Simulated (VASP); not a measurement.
# Zr (P6_3/mmc) in VASP: a series of runs

Runs on Zr. Level: PBE. Tasks: relaxation of cell and atoms.

All numbers are computed with VASP 6.6.1; they aren't measurements. Logs are shortened: lines on timing, memory, paths and dates and some standing lists are left out, and cuts for length are marked.

### Step 1. The cell of the first run

The structure is hexagonal, space group P6_3/mmc (No. 194). Conventional cell: a = 3.232 Å, b = 3.232 Å, c = 5.147 Å, α = 90.00°, β = 90.00°, γ = 120.00°. Within 4.2 Å of Zr (site symmetry -6m2) lie 12 Zr at 3.18 to 3.23 Å.

### Step 2. Relaxation of cell and atoms, PBE, target pressure 5 GPa, at which the enthalpy is minimised

File INCAR:

```
ALGO = Normal
EDIFF = 1E-6
EDIFFG = -0.005
ENCUT = 600
GGA = PE
IBRION = 2
ISIF = 3
ISMEAR = -1
LASPH = T
LCHARG = F
LREAL = F
LWAVE = F
NELM = 60
NSW = 80
PREC = Accurate
PSTRESS = 50.0
SIGMA = 0.05
```

File KPOINTS:

```
k-points
0
Gamma
  9 9 5
```

File POSCAR:

```
Zr
1.0
    3.2320000000      0.0000000000      0.0000000000
   -1.6160000000      2.7989941050      0.0000000000
    0.0000000000      0.0000000000      5.1470000000
Zr
2
Direct
    0.6666666667      0.3333333333      0.7500000000
    0.3333333333      0.6666666667      0.2500000000
```

Potentials or basis: VASP PAW PBE potentials, release 64 (Zr_sv).

On the command line:

```
$ cat potpaw_PBE.64/Zr_sv/POTCAR > POTCAR
$ mpirun -np 1 vasp_std > vasp.out
```

OUTCAR:

```text
EDIFF = 1E-6
   EDIFFG = -0.005
   ENCUT = 600
   GGA = PE
   IBRION = 2
   ISIF = 3
   ISMEAR = -1
   LASPH = T
   LREAL = F
   NELM = 60
   NSW = 80
   PREC = Accurate
   PSTRESS = 50.0

 ion  position               nearest neighbor table
   1  0.667  0.333  0.750-   2 3.18   2 3.18   2 3.18   2 3.18   2 3.18   2 3.18
   2  0.333  0.667  0.250-   1 3.18   1 3.18   1 3.18   1 3.18   1 3.18   1 3.18

  LATTYP: Found a hexagonal cell.
 ALAT       =     3.2320000000
 C/A-ratio  =     1.5925123762

  Lattice vectors:

 A1 = (   3.2320000000,   0.0000000000,   0.0000000000)
 A2 = (  -1.6160000000,   2.7989941050,   0.0000000000)
 A3 = (   0.0000000000,   0.0000000000,   5.1470000000)

Analysis of symmetry for initial positions (statically):
=====================================================================
 Subroutine PRICEL returns:
 Original cell was already a primitive cell.

 Routine SETGRP: Setting up the symmetry group for a
 hexagonal supercell.

 Subroutine GETGRP returns: Found 24 space group operations
 (whereof 12 operations were pure point group operations)
 out of a pool of 24 trial point group operations.

The static configuration has the point symmetry D_3d.
 The point group associated with its full space group is D_6h.

Analysis of symmetry for dynamics (positions and initial velocities):
=====================================================================
 Subroutine PRICEL returns:
 Original cell was already a primitive cell.

 Routine SETGRP: Setting up the symmetry group for a
 hexagonal supercell.

 Subroutine GETGRP returns: Found 24 space group operations
 (whereof 12 operations were pure point group operations)
 out of a pool of 24 trial point group operations.

The dynamic configuration has the point symmetry D_3d.
 The point group associated with its full space group is D_6h.

 Subroutine INISYM returns: Found 24 space group operations
 (whereof 12 operations are pure point group operations),
 and found     1 'primitive' translations

----------------------------------------------------------------------------------------

                                     Primitive cell

  volume of cell :      46.5616

  direct lattice vectors                    reciprocal lattice vectors
     3.232000000  0.000000000  0.000000000     0.309405941  0.178635603  0.000000000
    -1.616000000  2.798994105  0.000000000     0.000000000  0.357271206  0.000000000
     0.000000000  0.000000000  5.147000000     0.000000000  0.000000000  0.194287935

  length of vectors
     3.232000000  3.232000000  5.147000000     0.357271206  0.357271206  0.194287935

  position of ions in fractional coordinates (direct lattice)
     0.666666667  0.333333333  0.750000000
     0.333333333  0.666666667  0.250000000

  ion indices of the primitive-cell ions
   primitive index   ion index
                 1           1
                 2           2

----------------------------------------------------------------------------------------

 KPOINTS: k-points

Automatic generation of k-mesh.
 Grid dimensions read from file:
 generate k-points for:    9    9    5

 Generating k-lattice:

  Cartesian coordinates                     Fractional coordinates (reciprocal lattice)
     0.034378438  0.019848400  0.000000000     0.111111111  0.000000000  0.000000000
     0.000000000  0.039696801  0.000000000     0.000000000  0.111111111  0.000000000
     0.000000000  0.000000000  0.038857587     0.000000000  0.000000000  0.200000000

  Length of vectors
     0.039696801  0.039696801  0.038857587

  Shift w.r.t. Gamma in fractional coordinates (k-lattice)
     0.000000000  0.000000000  0.000000000

 Subroutine IBZKPT returns following result:
 ===========================================

 Found     36 irreducible k-points:

 Following reciprocal coordinates:
            Coordinates               Weight
  0.000000  0.000000  0.000000      1.000000
  0.111111  0.000000  0.000000      6.000000
  0.222222  0.000000  0.000000      6.000000
  0.333333  0.000000  0.000000      6.000000
  0.444444  0.000000  0.000000      6.000000
  0.111111  0.111111  0.000000      6.000000
[... 16 lines left out ...]
  0.333333  0.222222  0.200000     24.000000
  0.333333  0.333333  0.200000      4.000000
 [... further k-points ...]
   k-points           NKPTS =     36   k-points in BZ     NKDIM =     36   number of bands    NBANDS=     16
   number of dos      NEDOS =    301   number of ions     NIONS =      2
   total plane-waves  NPLWV =  32928
   dimension x,y,z NGX =    28 NGY =   28 NGZ =   42
   dimension x,y,z NGXF=    56 NGYF=   56 NGZF=   84
   ions per type =               2
   NGX,Y,Z   is equivalent  to a cutoff of  14.40, 14.40, 13.57 a.u.
   NGXF,Y,Z  is equivalent  to a cutoff of  28.80, 28.80, 27.13 a.u.
 SYSTEM =  unknown system
   PREC   = accura    normal or accurate (medium, high low for compatibility)
   ISTART =      0    job   : 0-new  1-cont  2-samecut
   ICHARG =      2    charge: 1-file 2-atom 10-const
   ISPIN  =      1    spin polarized calculation?
   LNONCOLLINEAR =      F non collinear calculations
   LSORBIT =      F    spin-orbit coupling
   LASPH  =      T    aspherical Exc in radial PAW
   ENCUT  =  600.0 eV  44.10 Ry    6.64 a.u.   6.46  6.46 10.28*2*pi/ulx,y,z
   NELM   =     60;   NELMIN=  2; NELMDL= -5     # of ELM steps
   EDIFF  = 0.1E-05   stopping-criterion for ELM
   LREAL  =      F    real-space projection
   EDIFFG = -.5E-02   stopping-criterion for IOM
   NSW    =     80    number of steps for IOM
   IBRION =      2    ionic relax: 0-MD 1-quasi-New 2-CG
   NFREE  =      1    steps in history (QN), initial steepest desc. (CG)
   ISIF   =      3    stress and relaxation
   ISYM   =      2    0-nonsym 1-usesym 2-fastsym
   POTIM  = 0.5000    time-step for ionic-motion
   TEBEG  =    0.0;   TEEND  =   0.0 temperature during run
   PSTRESS=   50.0 pullay stress
   NELECT =      24.0000    total number of electrons
   NUPDOWN=      -1.0000    fix difference up-down
   EMIN   =  10.00;   EMAX   =-10.00  energy-range for DOS
   EFERMI =   0.00;   METHOD = LEGACY
   ISMEAR =    -1;   SIGMA  =   0.05  broadening in eV -4-tet -1-fermi 0-gaus
   EFERMI_NEDOS =   21; number of points for ismear=-14 and -15
   IALGO  =     38    algorithm
   IMIX   =      4    mixing-type and parameters
     AMIX     =   0.40;   BMIX     =  1.00
     AMIX_MAG =   1.60;   BMIX_MAG =  1.00
  volume/ion in A,a.u.               =      23.28       157.11
  Fermi-wavevector in a.u.,A,eV,Ry     =   1.312611  2.480475 23.442130  1.722948
  Thomas-Fermi vector in A             =   2.442991
   LORBIT       =      0    0 simple, 1 ext, 2 COOP (PROOUT), +10 PAW based schemes
   GGA     = PE    functional components
   LHFCALC =     F    Hartree Fock is set to
   AEXX    =    0.0000 exact exchange contribution
   IVDW    =     0    specifies the selected vdW correction
   LEPSILON=     F    determine dielectric tensor
   LRPA    =     F    only Hartree local field effects (RPA)
 conjugate gradient relaxation of ions
 non-spin polarized calculation
  energy-cutoff  :      600.00
  volume of cell :       46.56
 maximum number of plane-waves:      1572
 NGX is ok and might be reduce to    28
   NGX = 13   NGY = 13   NGZ = 21

--------------------------------------- Ionic step        1  -------------------------------------------

 number of electron      24.0000000 magnetization

 Free energy of the ion-electron system (eV)
  ---------------------------------------------------
  ext. energy  EPLUGINS =         0.00000000
  ---------------------------------------------------
  free energy    TOTEN  =       -17.05363116 eV

  energy without entropy =      -17.03739432  energy(sigma->0) =      -17.04551274

------------------------ aborting loop because EDIFF is reached ----------------------------------------

  FORCE on cell =-STRESS in cart. coord.  units (eV):
  Direction    XX          YY          ZZ          XY          YZ          ZX
  --------------------------------------------------------------------------------------
  -------------------------------------------------------------------------------------
  Total        0.0614471      0.0614471      0.3171988      0.0000000      0.0000000      0.0000000
  in kB        2.1143879      2.1143879     10.9147707      0.0000000      0.0000000      0.0000000
  external PRESSURE =     -44.9521512 kB  Pullay stress =      50.0000000 kB
[... 25 lines left out ...]
--------------------------------------- Ionic step        2  -------------------------------------------

 number of electron      24.0000000 magnetization

 E-fermi :  10.1149     XC(G=0): -11.5265

 val. band max:       10.1117355546   @ k =   0.2222   0.2222   0.4000
 cond. band min:      10.1352665564   @ k =   0.2222   0.1111   0.4000
 fundamental gap:      0.0235310019
 Fermi energy:        10.1149203268

 k-point     1 :       0.0000    0.0000    0.0000
  band No.  band energies     occupation
      1     -38.5633      2.00000
      2     -38.3395      2.00000
      3     -17.2657      2.00000
      4     -16.1006      2.00000
      5     -16.1006      2.00000
      6     -15.9210      2.00000
[... 433 lines left out ...]
      3     -16.8384      2.00000
      4     -16.8183      2.00000
      5     -16.8183      2.00000
      6     -16.4923      2.00000
[... 8 lines left out ...]
     15      12.0200      0.00000
     16      14.1660      0.00000

 [... further k-points ...]
[... 5 lines left out ...]
  --------------------------------------------------------------------------------------
  -------------------------------------------------------------------------------------
  Total        2.8547579      2.8547579      3.1697168      0.0000000      0.0000000      0.0000000
  in kB      108.1371134    108.1371134    120.0676346      0.0000000      0.0000000      0.0000000
  external PRESSURE =      62.1139538 kB  Pullay stress =      50.0000000 kB
[... 253 lines left out ...]
--------------------------------------- Ionic step        9  -------------------------------------------

 number of electron      24.0000000 magnetization

 Free energy of the ion-electron system (eV)
  ---------------------------------------------------
  ext. energy  EPLUGINS =         0.00000000
  ---------------------------------------------------
  free energy    TOTEN  =       -17.02097365 eV

  energy without entropy =      -17.00441757  energy(sigma->0) =      -17.01269561

 E-fermi :   9.4945     XC(G=0): -11.2847

 val. band max:        9.4939017668   @ k =   0.0000   0.0000   0.4000
 cond. band min:       9.5209589652   @ k =   0.2222   0.2222   0.4000
 fundamental gap:      0.0270571984
 Fermi energy:         9.4944962970

 k-point     1 :       0.0000    0.0000    0.0000
  band No.  band energies     occupation
      1     -39.2588      2.00000
      2     -39.0814      2.00000
      3     -17.8499      2.00000
      4     -16.8536      2.00000
      5     -16.8536      2.00000
      6     -16.7183      2.00000
[... 433 lines left out ...]
      3     -17.4857      2.00000
      4     -17.4690      2.00000
      5     -17.4690      2.00000
      6     -17.1993      2.00000
[... 8 lines left out ...]
     15      11.2913      0.00000
     16      13.3299      0.00000

 [... further k-points ...]
[... 5 lines left out ...]
  --------------------------------------------------------------------------------------
  -------------------------------------------------------------------------------------
  Total        1.3891881      1.3891881      1.3876575      0.0000000      0.0000000      0.0000000
  in kB       49.9613201     49.9613201     49.9062748      0.0000000      0.0000000      0.0000000
  external PRESSURE =      -0.0570284 kB  Pullay stress =      50.0000000 kB
[... 21 lines left out ...]
  energy  without entropy=      -17.0044175746  energy(sigma->0) =      -17.01269561

  enthalpy is  TOTEN    =       -15.6307100449 eV   P V=        1.3902636006

 reached required accuracy - stopping structural energy minimisation
```

It took 76 s on 1 thread of Intel Xeon 6975P-C (Granite Rapids), shared host; peak memory 0.19 GiB.

Results:

| Item | Value |
| --- | --- |
| Free energy | -17.0210 eV |
| Relaxed volume | 22.27 Å³/atom |
| Relaxed cell | a = 3.172 Å, b = 3.172 Å, c = 5.112 Å, α = 90.00°, β = 90.00°, γ = 120.00° |
| Space group after relaxing (to 0.1 Å) | P6_3/mmc (No. 194) |
| Energy change on relaxing (the run minimises the enthalpy) | +16.3 meV/atom |
| Ionic steps | 9 |
| Pressure after relaxing | 5.0 GPa |
| Band gap on the k mesh | zero (bands 12 and 13 overlap by 1.14 eV) |

Step by step:
| step | energy change (eV) | largest force (eV/Å) | pressure (GPa) | volume (Å³) |
| --- | --- | --- | --- | --- |
| 1 | 0.0000 | 0.0000 | 0.50 | 46.56 |
| 2 | 0.1457 | 0.0000 | 11.21 | 42.30 |
| 3 | 0.0327 | 0.0000 | 4.99 | 44.57 |
| 4 | 0.0339 | 0.0000 | 5.08 | 44.53 |
| 5 | 0.0333 | 0.0000 | 5.06 | 44.53 |
| 6 | 0.0332 | 0.0000 | 5.04 | 44.53 |
| 7 | 0.0332 | 0.0000 | 5.05 | 44.53 |
| 8 | 0.0320 | 0.0000 | 4.94 | 44.57 |
| 9 | 0.0327 | 0.0000 | 4.99 | 44.55 |

Final structure:
```cif
data_structure
_symmetry_space_group_name_H-M 'P 1'
_symmetry_Int_Tables_number 1
_cell_length_a 3.1721
_cell_length_b 3.1721
_cell_length_c 5.1121
_cell_angle_alpha 90.000
_cell_angle_beta 90.000
_cell_angle_gamma 120.000
_cell_volume 44.55
loop_
_atom_site_label
_atom_site_type_symbol
_atom_site_fract_x
_atom_site_fract_y
_atom_site_fract_z
_atom_site_occupancy
Zr1 Zr 0.66667 0.33333 0.75000 1
Zr2 Zr 0.33333 0.66667 0.25000 1
```

Caveat: the cell is relaxed towards a set pressure, so the run minimises the enthalpy, not the energy.

### Step 3. Relaxation of cell and atoms, PBE, target pressure 10 GPa, at which the enthalpy is minimised

File INCAR:

```
SYSTEM = Zr
  PREC = Accurate
  ENCUT = 600
  EDIFF = 1E-7
  ISMEAR = -1
  SIGMA = 0.05
  LREAL = .False.
  LASPH = .True.
  NELM = 100
  ALGO = Normal
  ISIF = 3
  LWAVE = .False.
  LCHARG = .False.
  GGA = PE
  IBRION = 2
  NSW = 80
  EDIFFG = -0.005
  PSTRESS = 100.0
```

File KPOINTS:

```
regular mesh
0
Gamma
  9 9 5
  0 0 0
```

POSCAR is that of step 2.

Potentials or basis: VASP PAW PBE potentials, release 64 (Zr_sv).

On the command line:

```
$ cat potpaw_PBE.64/Zr_sv/POTCAR > POTCAR
$ mpirun -np 1 vasp_std > vasp.out
```

Wall time 1.7 min (1 thread of Intel Xeon 6975P-C (Granite Rapids), shared host); peak memory 0.2 GiB.

The run converged. Its results:

```yaml
Free_energy: -16.9340 eV
Relaxed_volume: 21.34 Å³/atom
Relaxed_cell: a = 3.123 Å, b = 3.123 Å, c = 5.054 Å, α = 90.00°, β = 90.00°, γ = 120.00°
Space_group_after_relaxing_to_0.1_Å: P6_3/mmc (No. 194)
Energy_change_on_relaxing_the_run_minimises_the_enthalpy: +59.8 meV/atom
Ionic_steps: 10
Pressure_after_relaxing: 10.0 GPa
Band_gap_on_the_k_mesh: zero (bands 12 and 13 overlap by 1.13 eV)
```

The path:
| step | energy change (eV) | largest force (eV/Å) | pressure (GPa) | volume (Å³) |
| --- | --- | --- | --- | --- |
| 1 | 0.0000 | 0.0000 | 0.50 | 46.56 |
| 2 | 0.6677 | 0.0000 | 27.76 | 37.87 |
| 3 | 0.1132 | 0.0000 | 9.74 | 42.81 |
| 4 | 0.1190 | 0.0000 | 10.01 | 42.71 |
| 5 | 0.1237 | 0.0000 | 10.23 | 42.64 |
| 6 | 0.1232 | 0.0000 | 10.20 | 42.62 |
| 7 | 0.1236 | 0.0000 | 10.19 | 42.61 |
| 8 | 0.1236 | 0.0000 | 10.19 | 42.61 |
| 9 | 0.1141 | 0.0000 | 9.75 | 42.76 |
| 10 | 0.1196 | 0.0000 | 10.00 | 42.68 |

Final structure:
```
CELL_PARAMETERS angstrom
3.12266 0.00000 0.00000
-1.56133 2.70430 0.00000
0.00000 0.00000 5.05365
ATOMIC_POSITIONS crystal
Zr 0.66667 0.33333 0.75000
Zr 0.33333 0.66667 0.25000
```

Levels at points of the mesh, in eV from the Fermi level:
```csv
k point,band 8,band 9,band 10,band 11,band 12,band 13,band 14,band 15,band 16
"(0.00, 0.00, 0.00)",-26.05,-5.79,-3.27,0.90,0.90,0.90,1.41,1.64,1.64
```

Caveat: the cell is relaxed towards a set pressure, so the run minimises the enthalpy, not the energy.

### Step 4. Relaxation of cell and atoms, PBE, target pressure 20 GPa, at which the enthalpy is minimised

File INCAR:

```
SYSTEM = Zr
PREC = Accurate
ENCUT = 600
EDIFF = 1E-6
ISMEAR = -1
SIGMA = 0.05
LREAL = .FALSE.
LASPH = .TRUE.
NELM = 100
ALGO = Normal
ISIF = 3
LWAVE = .FALSE.
LCHARG = .FALSE.
GGA = PE
IBRION = 2
NSW = 80
EDIFFG = -0.005
PSTRESS = 200.0
```

File KPOINTS:

```
regular mesh
0
G
  9 9 5
  0 0 0
```

POSCAR is that of step 3.

On the command line:

```
$ cat potpaw_PBE.64/Zr_sv/POTCAR > POTCAR
$ mpirun -np 1 vasp_std > vasp.out
```

Run time: 86 s. Hardware: 1 thread of Intel Xeon 6975P-C (Granite Rapids), shared host; peak memory 0.2 GiB.

The run converged. Its results:

```yaml
Free_energy: -16.6540 eV
Relaxed_volume: 19.82 Å³/atom
Relaxed_cell: a = 3.033 Å, b = 3.033 Å, c = 4.975 Å, α = 90.00°, β = 90.00°, γ = 120.00°
Space_group_after_relaxing_to_0.1_Å: P6_3/mmc (No. 194)
Energy_change_on_relaxing_the_run_minimises_the_enthalpy: +199.8 meV/atom
Ionic_steps: 10
Pressure_after_relaxing: 20.0 GPa
Band_gap_on_the_k_mesh: zero (bands 12 and 13 overlap by 1.12 eV)
```

The path:
```csv
step,energy change (eV),largest force (eV/Å),pressure (GPa),volume (Å³)
1,0.0000,0.0000,0.50,46.56
2,3.2550,0.0000,84.30,29.96
3,0.3238,0.0000,17.76,40.33
4,0.3840,0.0000,19.66,39.81
5,0.3999,0.0000,20.15,39.69
6,0.3996,0.0000,20.04,39.64
7,0.4022,0.0000,20.03,39.61
8,0.4025,0.0000,20.03,39.61
9,0.4027,0.0000,20.04,39.61
10,0.3996,0.0000,20.02,39.63
```

Final structure:
```cif
data_structure
_symmetry_space_group_name_H-M 'P 1'
_symmetry_Int_Tables_number 1
_cell_length_a 3.0328
_cell_length_b 3.0328
_cell_length_c 4.9754
_cell_angle_alpha 90.000
_cell_angle_beta 90.000
_cell_angle_gamma 120.000
_cell_volume 39.63
loop_
_atom_site_label
_atom_site_type_symbol
_atom_site_fract_x
_atom_site_fract_y
_atom_site_fract_z
_atom_site_occupancy
Zr1 Zr 0.66667 0.33333 0.75000 1
Zr2 Zr 0.33333 0.66667 0.25000 1
```

Levels at points of the mesh, in eV from the Fermi level:
```csv
k point,band 10,band 11,band 12,band 13,band 14,band 15
"(0.00, 0.00, 0.00)",-3.47,0.76,0.92,0.92,1.66,1.70
```

Caveat: the cell is relaxed towards a set pressure, so the run minimises the enthalpy, not the energy.

### Step 5. The runs side by side

| cell | gap on the mesh (eV) | pressure (GPa) |
| --- | --- | --- |
| relaxed to 5 GPa | none | 5.0 |
| relaxed to 10 GPa | none | 10.0 |
| relaxed to 20 GPa | none | 20.0 |

Alike in all rows: task relaxation of cell and atoms; level PBE; potentials or basis VASP PAW PBE potentials, release 64 (Zr_sv); no spin polarisation; k mesh 9 × 9 × 5; cutoff (eV) 600; smearing fermi-dirac 0.05 eV.

Caveats: the cell is relaxed towards a set pressure, so the run minimises the enthalpy, not the energy.

Total energies depend on the potentials used, so only differences within one code and one set of settings carry meaning.

The gap in the log of VASP goes by the Fermi energy; the results here count the filled bands.